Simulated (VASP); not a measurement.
A run of VASP 6.6.1 is set up as follows.

Contents of INCAR:

```
PREC     = Accurate       # precision mode
ENCUT    = 520            # plane-wave cutoff, eV
EDIFF    = 1E-7           # SCF threshold, eV
ISMEAR   = 0              # smearing method
SIGMA    = 0.15           # smearing width, eV
LREAL    = False          # projectors in reciprocal space
LASPH    = True           # aspherical terms in the spheres
NELM     = 60             # most SCF steps
ALGO     = Normal         # electronic algorithm
ISIF     = 2              # what is computed and relaxed
LWAVE    = False          # write WAVECAR
LCHARG   = True           # write CHGCAR
GGA      = PS             # functional
LELF     = True           # ELF
LVHAR    = True         
NBANDS   = 15             # bands
```

File KPOINTS:

```
Automatic mesh
0
Gamma
  18 18 18
```

File POSCAR:

```
ZrC
1.0
    0.0000000000      2.3502100000      2.3502100000
    2.3502100000      0.0000000000      2.3502100000
    2.3502100000      2.3502100000      0.0000000000
Zr C
1 1
Direct
    0.5000000000      0.5000000000      0.5000000000
   -0.0239340314     -0.0239340314      0.0239340314
```

Potentials or basis: VASP PAW PBE potentials, release 64 (Zr_sv, C).

Launch:

```sh
$ cat potpaw_PBE.64/Zr_sv/POTCAR potpaw_PBE.64/C/POTCAR > POTCAR
$ mpirun -np 1 vasp_std > vasp.out
```

(1) Predict the largest force.

(2) What does it give for the band gap on the k mesh?

(3) Predict the pressure.

Results:

(1) 0.780 eV/Å.

(2) zero (band 8 reaches 10.12 eV, above the bottom of band 9 at 9.07 eV).

(3) -3.2 GPa.

Caveat: the cell differs from its parent crystal (all C atoms moved +0.113 Å, as atom 2 towards its neighbour atom 1 (Zr) at 2.350 Å); the PAW data sets were made with another functional, which shifts forces and pressure a little.
